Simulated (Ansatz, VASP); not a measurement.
## Two plane-wave programs on Ca

```xyz
2
Lattice="3.8584 0.0000 0.0000 -1.9292 3.3414 0.0000 0.0000 0.0000 6.3355" Properties=species:S:1:pos:R:3 pbc="T T T"
Ca    0.0000    2.2276    1.5839
Ca    1.9292    1.1138    4.7516
```

Alike in both runs: functional PBEsol; k mesh 14 × 14 × 8; occupations fermi-dirac, width 0.1 eV; no spin polarisation.

Ansatz relaxed the structure, and its values are those at the end. VASP's run is a single point on that final structure, the one shown.

|  | VASP | Ansatz |
| --- | --- | --- |
| version | VASP 6.6.1 | Ansatz 0.2.0 |
| potentials or method | VASP PAW PBE potentials, release 64 (Ca_sv) | PAW with Ansatz's default frozen-core files, scalar-relativistic |
| plane-wave cutoff (eV) | 520 | 420 |
| valence electrons in the cell | 20 | 20 |

```tsv
	VASP	Ansatz	Ansatz less VASP
pressure (GPa)	0.0	0.0	-0.01
```

VASP's potentials were made for PBE, not for PBEsol. The functional is the same, so the differences come from potentials, cutoffs and numerics.
